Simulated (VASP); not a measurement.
# SnTe (F-43m) in VASP: settings compared, part 2 of 2

VASP 6.6.1. The steps go on from the part before.

**5. Single point, BLYP**

Contents of INCAR:

```
AGGAC    = 1.0          
AGGAX    = 1.0          
ALDAC    = 0.0          
ALDAX    = 1.0          
ALGO     = Normal         # electronic algorithm
EDIFF    = 1E-6           # SCF threshold, eV
ENCUT    = 500            # plane-wave cutoff, eV
GGA      = B5             # functional
GGA_COMPAT= F            
ISIF     = 2              # what is computed and relaxed
ISMEAR   = 0              # smearing method
LASPH    = T              # aspherical terms in the spheres
LCHARG   = F              # write CHGCAR
LREAL    = F              # projectors in reciprocal space
LWAVE    = F              # write WAVECAR
NBANDS   = 17             # bands
NELM     = 120            # most SCF steps
PREC     = Accurate       # precision mode
SIGMA    = 0.1            # smearing width, eV
```

Contents of KPOINTS:

```
k-points
0
Gamma
  4 4 4
```

Contents of POSCAR:

```
SnTe
1.0
    0.0000000000      3.6111460000      3.6111460000
    3.6111460000      0.0000000000      3.6111460000
    3.6111460000      3.6111460000      0.0000000000
Sn Te
1 1
Direct
    0.0000000000      0.0000000000      0.0000000000
    0.7500000000      0.7500000000      0.7500000000
```

Potentials or basis: VASP PAW PBE potentials, release 64 (Sn_d, Te).

Launch:

```sh
$ cat potpaw_PBE.64/Sn_d/POTCAR potpaw_PBE.64/Te/POTCAR > POTCAR
$ mpirun -np 1 vasp_std > vasp.out
```

OUTCAR:

```text
EDIFF = 1E-6
   ENCUT = 500
   GGA = B5
   ISIF = 2
   ISMEAR = 0
   LASPH = T
   LREAL = F
   NELM = 120
   PREC = Accurate

 ion  position               nearest neighbor table
   1  0.000  0.000  0.000-   2 3.13   2 3.13   2 3.13   2 3.13
   2  0.750  0.750  0.750-   1 3.13   1 3.13   1 3.13   1 3.13

  LATTYP: Found a face centered cubic cell.
 ALAT       =     7.2222920000

  Lattice vectors:

 A1 = (   0.0000000000,   3.6111460000,   3.6111460000)
 A2 = (   3.6111460000,   0.0000000000,   3.6111460000)
 A3 = (   3.6111460000,   3.6111460000,   0.0000000000)

Analysis of symmetry for initial positions (statically):
=====================================================================
 Subroutine PRICEL returns:
 Original cell was already a primitive cell.

 Routine SETGRP: Setting up the symmetry group for a
 face centered cubic supercell.

 Subroutine GETGRP returns: Found 24 space group operations
 (whereof 24 operations were pure point group operations)
 out of a pool of 48 trial point group operations.

The static configuration has the point symmetry T_d .

Analysis of symmetry for dynamics (positions and initial velocities):
=====================================================================
 Subroutine PRICEL returns:
 Original cell was already a primitive cell.

 Routine SETGRP: Setting up the symmetry group for a
 face centered cubic supercell.

 Subroutine GETGRP returns: Found 24 space group operations
 (whereof 24 operations were pure point group operations)
 out of a pool of 48 trial point group operations.

The dynamic configuration has the point symmetry T_d .

 Subroutine INISYM returns: Found 24 space group operations
 (whereof 24 operations are pure point group operations),
 and found     1 'primitive' translations

----------------------------------------------------------------------------------------

                                     Primitive cell

  volume of cell :      94.1814

[... 89 lines left out ...]
   IMIX   =      4    mixing-type and parameters
     AMIX     =   0.40;   BMIX     =  1.00
     AMIX_MAG =   1.60;   BMIX_MAG =  1.00
  volume/ion in A,a.u.               =      47.09       317.78
  Fermi-wavevector in a.u.,A,eV,Ry     =   0.976704  1.845704 12.979296  0.953951
  Thomas-Fermi vector in A             =   2.107344
   LORBIT       =      0    0 simple, 1 ext, 2 COOP (PROOUT), +10 PAW based schemes
   GGA     = B5    functional components
   LHFCALC =     F    Hartree Fock is set to
   AEXX    =    0.0000 exact exchange contribution
   IVDW    =     0    specifies the selected vdW correction
   LEPSILON=     F    determine dielectric tensor
   LRPA    =     F    only Hartree local field effects (RPA)
 non-spin polarized calculation
 Gauss-broadening in eV      SIGMA  =   0.10
  energy-cutoff  :      500.00
  volume of cell :       94.18
 maximum number of plane-waves:      2421
 NGX is ok and might be reduce to    40
   NGX = 19   NGY = 19   NGZ = 19

 number of electron      19.9999999 magnetization

 Free energy of the ion-electron system (eV)
  ---------------------------------------------------
  ext. energy  EPLUGINS =         0.00000000
  ---------------------------------------------------
  free energy    TOTEN  =        -6.11496765 eV

  energy without entropy =       -6.11072217  energy(sigma->0) =       -6.11284491

 E-fermi :   3.6295     XC(G=0):  -6.9774

 val. band max:        3.5397375608   @ k =  -0.2500   0.5000   0.2500
 cond. band min:       3.6878802937   @ k =   0.5000   0.5000   0.0000
 fundamental gap:      0.1481427329
 Fermi energy:         3.6294715153

 k-point     1 :       0.0000    0.0000    0.0000
  band No.  band energies     occupation
      1     -18.2143      2.00000
      2     -18.2143      2.00000
      3     -18.2143      2.00000
      4     -18.2030      2.00000
      5     -18.2030      2.00000
      6      -7.9957      2.00000
[... 137 lines left out ...]
      4     -18.2033      2.00000
      5     -18.2026      2.00000
      6      -7.2391      2.00000
[... 9 lines left out ...]
     16      11.5027      0.00000
     17      11.5466      0.00000

------------------------ aborting loop because EDIFF is reached ----------------------------------------

  FORCE on cell =-STRESS in cart. coord.  units (eV):
  Direction    XX          YY          ZZ          XY          YZ          ZX
  --------------------------------------------------------------------------------------
  -------------------------------------------------------------------------------------
  Total        0.8501230      0.8501230      0.8501230      0.0000000     -0.0000000      0.0000000
  in kB       14.4619625     14.4619625     14.4619625      0.0000000     -0.0000000      0.0000000
  external PRESSURE =      14.4619625 kB  Pullay stress =       0.0000000 kB

 VOLUME and BASIS-vectors are now :
 -----------------------------------------------------------------------------
  energy-cutoff  :      500.00
  volume of cell :       94.18
      direct lattice vectors                 reciprocal lattice vectors
     0.000000000  3.611146000  3.611146000    -0.138460201  0.138460201  0.138460201
     3.611146000  0.000000000  3.611146000     0.138460201 -0.138460201  0.138460201
     3.611146000  3.611146000  0.000000000     0.138460201  0.138460201 -0.138460201

 POSITION                                       TOTAL-FORCE (eV/Angst)
 -----------------------------------------------------------------------------------
      0.00000      0.00000      0.00000        -0.000000     -0.000000     -0.000000
      5.41672      5.41672      5.41672         0.000000      0.000000      0.000000
 -----------------------------------------------------------------------------------
    total drift:                                0.000000      0.000000      0.000000

  FREE ENERGIE OF THE ION-ELECTRON SYSTEM (eV)
  ---------------------------------------------------
  free  energy   TOTEN  =        -6.1149676475 eV

  energy  without entropy=       -6.1107221721  energy(sigma->0) =       -6.11284491
```

stdout:

```text
POSCAR found type information on POSCAR SnTe
 POSCAR found :  2 types and       2 ions
 scaLAPACK will be used
 -----------------------------------------------------------------------------
|                                                                             |
|                                                                             |
|     You enforced a specific xc type in the INCAR file but a different       |
|     I HOPE YOU KNOW WHAT YOU ARE DOING!                                     |
|                                                                             |
 -----------------------------------------------------------------------------

 LDA part: xc-table for (Slater(with rela. corr.)+VWN5), standard interpolation
 POSCAR, INCAR and KPOINTS ok, starting setup
 FFT: planning ... GRIDC
 FFT: planning ... GRID_SOFT
 FFT: planning ... GRID
 WAVECAR not read
 entering main loop
```

It took 52 s on 1 thread of Intel Xeon 8259CL, shared host; peak memory 0.24 GiB.

Results:

| Property | Result |
| --- | --- |
| Free energy | -6.1150 eV |
| Pressure | 1.4 GPa |
| Band gap on the k mesh | 0.15 eV, indirect (least direct gap 0.82 eV) |

Levels at points of the mesh, in eV from the valence-band top:
```csv
k point,band 8,band 9,band 10,band 11,band 12,band 13
"(0.00, 0.00, 0.00)",-1.90,-1.90,-1.90,1.00,1.00,1.00
"(0.50, 0.00, 0.00)",-2.43,-2.43,-2.04,1.80,1.80,3.35
"(0.50, 0.50, 0.00)",-3.09,-3.09,-0.67,0.15,3.82,3.82
```

Caveat: the PAW data sets were made with another functional, which shifts forces and pressure a little; spin-orbit coupling is left out, which moves the levels of the heavy elements.

**6. Overview**

| level | gap on the mesh (eV) | pressure (GPa) |
| --- | --- | --- |
| RPBE | 0.19 | 0.8 |
| revPBE | 0.17 | 0.5 |
| BLYP | 0.15 | 1.4 |

Alike in all rows: task single point; potentials or basis VASP PAW PBE potentials, release 64 (Sn_d, Te); no spin polarisation; cell as given; k mesh 4 × 4 × 4; cutoff (eV) 500; smearing gaussian 0.1 eV.

On the cell as given the gap runs from 0.15 eV (BLYP) to 0.19 eV (RPBE). The pressure there spans 0.5 GPa (revPBE) to 1.4 GPa (BLYP); a positive pressure means that this level wants a larger cell, a negative one a smaller.

Caveats: the PAW data sets were made with another functional, which shifts forces and pressure a little; spin-orbit coupling is left out, which moves the levels of the heavy elements.

Absolute energies hang on the potentials; compare differences alone.
